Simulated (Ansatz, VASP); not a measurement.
## Two plane-wave programs on BiO

```
Bi O
1.0
     4.08338    0.00000    0.00000
     0.00000    4.08338    0.00000
     0.00000    0.00000    4.78536
Bi O
2 2
Direct
  0.50000 0.00000 0.74404
  0.00000 0.50000 0.25596
  0.00000 0.00000 0.00000
  0.50000 0.50000 0.00000
```

Change from the starting cell: ordered vacancies on the anion sites of fluorite (P4/nmm, No. 129).

Alike in both runs: task relaxation of cell and atoms; functional PBE; k mesh 12 × 12 × 10; occupations gaussian, width 0.1 eV; no spin polarisation.

```csv
,VASP,Ansatz
version,VASP 6.6.1,Ansatz 0.2.0
potentials or method,"VASP PAW PBE potentials, release 64 (Bi_d, O), cutoff 600 eV","scalar-relativistic, plane waves, PAW"
valence electrons in the cell,42,42
```

Ansatz gave:

```
gap on the k mesh at the Fermi level, each at its own relaxed structure (eV) : none
relaxed volume (Å³/atom)                                                     : 20.56
relaxed length of the cell vector where the two differ most in proportion (Å)              : 4.157
```

Q: Which values does VASP return?

A: gap on the k mesh at the Fermi level, each at its own relaxed structure (eV): none; relaxed volume (Å³/atom): 20.51; relaxed length of the cell vector where the two differ most in proportion (Å): 4.152.

A gap of «none» marks a metal or a gap that the smearing closes.

Spin-orbit coupling is off throughout.
